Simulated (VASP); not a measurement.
A run of VASP 6.6.1:

The input POSCAR:

```
Se
1.0
    4.5048207000      0.0000000000      0.0000000000
   -2.2524103500      3.9012891700      0.0000000000
    0.0000000000      0.0000000000      4.9787963200
Se
3
Direct
    0.2178929800      0.0000000000      0.3333333300
    0.0000000000      0.2178929800      0.6666666700
    0.7821070200      0.7821070200      0.0000000000
```

File INCAR.step1:

```
PREC = Accurate
ENCUT = 520
ISMEAR = 0
SIGMA = 0.1
LREAL = F
LASPH = T
NELM = 100
NBANDS = 16
GGA = PE
ALGO = Normal
EDIFF = 1E-4
LWAVE = T
LCHARG = F
```

INCAR.step2

```
PREC = Accurate
ENCUT = 520
EDIFF = 1E-6
ISMEAR = 0
SIGMA = 0.1
LREAL = F
LASPH = T
NELM = 100
ALGO = Normal
ISIF = 2
LWAVE = F
LCHARG = F
METAGGA = R2SCAN
LMIXTAU = T
NBANDS = 16
ISTART = 1
```

KPOINTS

```
Automatic mesh
0
Gamma
  6 6 4
```

Potentials or basis: VASP PAW PBE potentials, release 64 (Se).

The run is started by

```sh
$ cat potpaw_PBE.64/Se/POTCAR > POTCAR
$ cp INCAR.step1 INCAR
$ mpirun -np 1 vasp_std > vasp.out
$ cp INCAR.step2 INCAR
$ mpirun -np 1 vasp_std > vasp.out
```

Hardware: 1 thread of AMD EPYC 7R43 64-Core Processor (Zen 3) (shared host).

Question: How long does it take, and how much memory?

Answer: Wall time 3.2 min on 1 thread of AMD EPYC 7R43 64-Core Processor (Zen 3) (shared host), peak memory 0.19 GiB. Counts: k points 24.
